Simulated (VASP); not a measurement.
Input of a VASP 6.6.1 run:

The input INCAR:

```
  ALGO = Normal
  EDIFF = 1E-7
  ENCUT = 520
  GGA = PE
  ISIF = 2
  ISMEAR = -1
  ISPIN = 2
  LASPH = True
  LCHARG = False
  LMAXMIX = 4
  LORBIT = 11
  LREAL = False
  LWAVE = False
  MAGMOM = 1 0 0
  NBANDS = 20
  NELM = 150
  PREC = Accurate
  SIGMA = 0.05
```

File KPOINTS:

```
k-points
0
Gamma
  9 9 9
```

The input POSCAR:

```
Si2Ni
1.0
    0.0000000000      2.7257693907      2.7257693907
    2.7257693907      0.0000000000      2.7257693907
    2.7257693907      2.7257693907      0.0000000000
Ni Si
1 2
Direct
    0.0000000000      0.0000000000      0.0000000000
    0.7500000000      0.7500000000      0.7500000000
    0.2500000000      0.2500000000      0.2500000000
```

Potentials or basis: VASP PAW PBE potentials, release 64 (Ni, Si).

Command:

```console
$ cat potpaw_PBE.64/Ni/POTCAR potpaw_PBE.64/Si/POTCAR > POTCAR
$ mpirun -np 1 vasp_std > vasp.out
```

Q: Predict the net moment.

A: 0.00 μB per cell.

Q: Predict the band gap on the k mesh.

A: Zero (filled and empty bands overlap).
